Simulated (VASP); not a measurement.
# Ag (P6_3/mmc) in VASP: a series of runs

Ag is run at these levels: r2SCAN, r2SCAN0; tasks: single point.

Program: VASP 6.6.1. These are calculated values, not measurements. Logs are shortened: lines on timing, memory, paths and dates and some standing lists are left out, and cuts for length are marked.

### Step 1. The cell of the first run

Symmetry: P6_3/mmc, No. 194, hexagonal system. Conventional cell: a = 2.910 Å, b = 2.910 Å, c = 4.758 Å, α = 90.00°, β = 90.00°, γ = 120.00°. Within 3.8 Å of Ag (site symmetry -6m2) lie 12 Ag at 2.91 Å.

This isn't the form of Ag at room conditions, which is fcc.

### Step 2. Single point, r2SCAN

POSCAR reads:

```
Ag
1.0
    2.9103349780      0.0000000000      0.0000000000
   -1.4551674890      2.5204240244      0.0000000000
    0.0000000000      0.0000000000      4.7578513803
Ag
2
Direct
    0.6666666667      0.3333333333      0.7500000000
    0.3333333333      0.6666666667      0.2500000000
```

INCAR.step1 reads:

```
  PREC = Accurate
  ENCUT = 520
  ISMEAR = -1
  SIGMA = 0.05
  LREAL = False
  LASPH = True
  NELM = 100
  NBANDS = 18
  GGA = PE
  ALGO = Normal
  EDIFF = 1E-4
  LWAVE = True
  LCHARG = False
```

INCAR.step2 reads:

```
  PREC = Accurate
  ENCUT = 520
  EDIFF = 1E-7
  ISMEAR = -1
  SIGMA = 0.05
  LREAL = False
  LASPH = True
  NELM = 100
  ALGO = Normal
  ISIF = 2
  LWAVE = False
  LCHARG = False
  METAGGA = R2SCAN
  LMIXTAU = True
  NBANDS = 18
  ISTART = 1
```

KPOINTS reads:

```
regular mesh
0
Gamma
  10 10 6
```

Potentials or basis: VASP PAW PBE potentials, release 64 (Ag).

The run is started by

```console
cat potpaw_PBE.64/Ag/POTCAR > POTCAR
cp INCAR.step1 INCAR
mpirun -np 1 vasp_std > vasp.out
cp INCAR.step2 INCAR
mpirun -np 1 vasp_std > vasp.out
```

OUTCAR:

```text
PREC = Accurate
   ENCUT = 520
   EDIFF = 1E-7
   ISMEAR = -1
   LREAL = False
   LASPH = True
   NELM = 100
   ISIF = 2
   METAGGA = R2SCAN
   ISTART = 1

 ion  position               nearest neighbor table
   1  0.667  0.333  0.750-   2 2.91   2 2.91   2 2.91   2 2.91   2 2.91   2 2.91
   2  0.333  0.667  0.250-   1 2.91   1 2.91   1 2.91   1 2.91   1 2.91   1 2.91

  LATTYP: Found a hexagonal cell.
 ALAT       =     2.9103349780
 C/A-ratio  =     1.6348122866

  Lattice vectors:

 A1 = (   2.9103349780,   0.0000000000,   0.0000000000)
 A2 = (  -1.4551674890,   2.5204240244,   0.0000000000)
 A3 = (   0.0000000000,   0.0000000000,   4.7578513803)

Analysis of symmetry for initial positions (statically):
=====================================================================
 Subroutine PRICEL returns:
 Original cell was already a primitive cell.

 Routine SETGRP: Setting up the symmetry group for a
 hexagonal supercell.

 Subroutine GETGRP returns: Found 24 space group operations
 (whereof 12 operations were pure point group operations)
 out of a pool of 24 trial point group operations.

The static configuration has the point symmetry D_3d.
 The point group associated with its full space group is D_6h.

Analysis of symmetry for dynamics (positions and initial velocities):
=====================================================================
 Subroutine PRICEL returns:
 Original cell was already a primitive cell.

 Routine SETGRP: Setting up the symmetry group for a
 hexagonal supercell.

 Subroutine GETGRP returns: Found 24 space group operations
 (whereof 12 operations were pure point group operations)
 out of a pool of 24 trial point group operations.

The dynamic configuration has the point symmetry D_3d.
 The point group associated with its full space group is D_6h.

 Subroutine INISYM returns: Found 24 space group operations
 (whereof 12 operations are pure point group operations),
 and found     1 'primitive' translations

----------------------------------------------------------------------------------------

                                     Primitive cell

  volume of cell :      34.9002

  direct lattice vectors                    reciprocal lattice vectors
     2.910334978  0.000000000  0.000000000     0.343603059  0.198379318  0.000000000
    -1.455167489  2.520424024  0.000000000     0.000000000  0.396758637  0.000000000
[... 83 lines left out ...]
   ENCUT  =  520.0 eV  38.22 Ry    6.18 a.u.   5.41  5.41  8.85*2*pi/ulx,y,z
   NELM   =    100;   NELMIN=  2; NELMDL=  0     # of ELM steps
   EDIFF  = 0.1E-06   stopping-criterion for ELM
   LREAL  =      F    real-space projection
   EDIFFG = 0.1E-05   stopping-criterion for IOM
   NSW    =      0    number of steps for IOM
   IBRION =     -1    ionic relax: 0-MD 1-quasi-New 2-CG
   NFREE  =      0    steps in history (QN), initial steepest desc. (CG)
   ISIF   =      2    stress and relaxation
   ISYM   =      2    0-nonsym 1-usesym 2-fastsym
   POTIM  = 0.5000    time-step for ionic-motion
   TEBEG  =    0.0;   TEEND  =   0.0 temperature during run
   PSTRESS=    0.0 pullay stress
   NELECT =      22.0000    total number of electrons
   NUPDOWN=      -1.0000    fix difference up-down
   EMIN   =  10.00;   EMAX   =-10.00  energy-range for DOS
   EFERMI =   0.00;   METHOD = LEGACY
   ISMEAR =    -1;   SIGMA  =   0.05  broadening in eV -4-tet -1-fermi 0-gaus
   EFERMI_NEDOS =   21; number of points for ismear=-14 and -15
   IALGO  =     38    algorithm
   IMIX   =      4    mixing-type and parameters
     AMIX     =   0.40;   BMIX     =  1.00
     AMIX_MAG =   1.60;   BMIX_MAG =  1.00
  volume/ion in A,a.u.               =      17.45       117.76
  Fermi-wavevector in a.u.,A,eV,Ry     =   1.403697  2.652602 26.808430  1.970364
  Thomas-Fermi vector in A             =   2.526333
   LORBIT       =      0    0 simple, 1 ext, 2 COOP (PROOUT), +10 PAW based schemes
   METAGGA = R2SCAN    functional components
   LHFCALC =     F    Hartree Fock is set to
   AEXX    =    0.0000 exact exchange contribution
   IVDW    =     0    specifies the selected vdW correction
   LEPSILON=     F    determine dielectric tensor
   LRPA    =     F    only Hartree local field effects (RPA)
 non-spin polarized calculation
  energy-cutoff  :      520.00
  volume of cell :       34.90
 maximum number of plane-waves:       966
 NGX is ok and might be reduce to    24
   NGX = 11   NGY = 11   NGZ = 17

 number of electron      22.0000007 magnetization

 Free energy of the ion-electron system (eV)
  ---------------------------------------------------
  ext. energy  EPLUGINS =         0.00000000
  ---------------------------------------------------
  free energy    TOTEN  =       -42.69949264 eV

  energy without entropy =      -42.69438494  energy(sigma->0) =      -42.69693879

 E-fermi :   8.1146     XC(G=0): -12.8022

 val. band max:        7.8955855051   @ k =   0.3000   0.0000   0.3333
 cond. band min:       8.1476518126   @ k =   0.3000   0.2000   0.3333
 fundamental gap:      0.2520663075
 Fermi energy:         8.1145704870

 k-point     1 :       0.0000    0.0000    0.0000
  band No.  band energies     occupation
      1       0.3360      2.00000
      2       1.5351      2.00000
      3       3.0556      2.00000
      4       3.1530      2.00000
      5       3.1530      2.00000
      6       3.3850      2.00000
[... 481 lines left out ...]
      5       3.0860      2.00000
      6       3.7007      2.00000
[... 10 lines left out ...]
     17      20.8180      0.00000
     18      22.9391      0.00000

 [... further k-points ...]

------------------------ aborting loop because EDIFF is reached ----------------------------------------

  FORCE on cell =-STRESS in cart. coord.  units (eV):
  Direction    XX          YY          ZZ          XY          YZ          ZX
  --------------------------------------------------------------------------------------
  -------------------------------------------------------------------------------------
  Total       -0.0340163     -0.0340163     -0.1898773      0.0000000      0.0000000      0.0000000
  in kB       -1.5616013     -1.5616013     -8.7167832      0.0000000      0.0000000      0.0000000
  external PRESSURE =      -3.9466619 kB  Pullay stress =       0.0000000 kB

 VOLUME and BASIS-vectors are now :
 -----------------------------------------------------------------------------
  energy-cutoff  :      520.00
  volume of cell :       34.90
      direct lattice vectors                 reciprocal lattice vectors
     2.910334978  0.000000000  0.000000000     0.343603059  0.198379318  0.000000000
    -1.455167489  2.520424024  0.000000000     0.000000000  0.396758637  0.000000000
     0.000000000  0.000000000  4.757851380     0.000000000  0.000000000  0.210178906

 POSITION                                       TOTAL-FORCE (eV/Angst)
 -----------------------------------------------------------------------------------
      1.45517      0.84014      3.56839        -0.000000     -0.000000      0.000000
     -0.00000      1.68028      1.18946         0.000000      0.000000      0.000000
 -----------------------------------------------------------------------------------
    total drift:                               -0.000000      0.000000     -0.000000

  FREE ENERGIE OF THE ION-ELECTRON SYSTEM (eV)
  ---------------------------------------------------
  free  energy   TOTEN  =       -42.6994926431 eV

  energy  without entropy=      -42.6943849413  energy(sigma->0) =      -42.69693879
```

OUTCAR.step1:

```text
PREC = Accurate
   ENCUT = 520
   ISMEAR = -1
   LREAL = False
   LASPH = True
[... 728 lines left out ...]
      1.45517      0.84014      3.56839        -0.000000      0.000000      0.000000
     -0.00000      1.68028      1.18946         0.000000     -0.000000      0.000000
 -----------------------------------------------------------------------------------
    total drift:                               -0.000000      0.000000     -0.000000

  FREE ENERGIE OF THE ION-ELECTRON SYSTEM (eV)
  ---------------------------------------------------
  free  energy   TOTEN  =        -5.4142855646 eV

  energy  without entropy=       -5.4087209535  energy(sigma->0) =       -5.41150326
```

OSZICAR.step1:

```text
N       E                     dE             d eps       ncg     rms          rms(c)
DAV:   1     0.124678086486E+03    0.12468E+03   -0.11617E+04  2016   0.121E+03
DAV:   2    -0.385863270974E+01   -0.12854E+03   -0.12157E+03  2106   0.267E+02
DAV:   3    -0.589348658521E+01   -0.20349E+01   -0.20286E+01  2292   0.379E+01
DAV:   4    -0.589974947984E+01   -0.62629E-02   -0.62625E-02  2224   0.208E+00
DAV:   5    -0.589980147384E+01   -0.51994E-04   -0.51993E-04  2298   0.201E-01    0.698E+00
DAV:   6    -0.543401052283E+01    0.46579E+00   -0.11523E+00  2092   0.115E+01    0.458E+00
DAV:   7    -0.541947221450E+01    0.14538E-01   -0.14843E-02  2188   0.115E+00    0.257E+00
DAV:   8    -0.541427279285E+01    0.51994E-02   -0.11380E-03  2124   0.269E-01    0.113E-01
DAV:   9    -0.541428556464E+01   -0.12772E-04   -0.13484E-05  1230   0.282E-02
   1 F= -.54142856E+01 E0= -.54115033E+01  d E =-.556461E-02
```

Run time: 2.5 min. Hardware: 1 thread of Intel Xeon 8259CL, shared host; peak memory 0.18 GiB.

Results:

```
Free energy            : -42.6995 eV
Pressure               : -0.4 GPa
Band gap on the k mesh : zero (bands 11 and 12 overlap by 6.92 eV)
```

Caveat: the PAW data sets were made with another functional, which shifts forces and pressure a little.

[end of part 1 of 3]
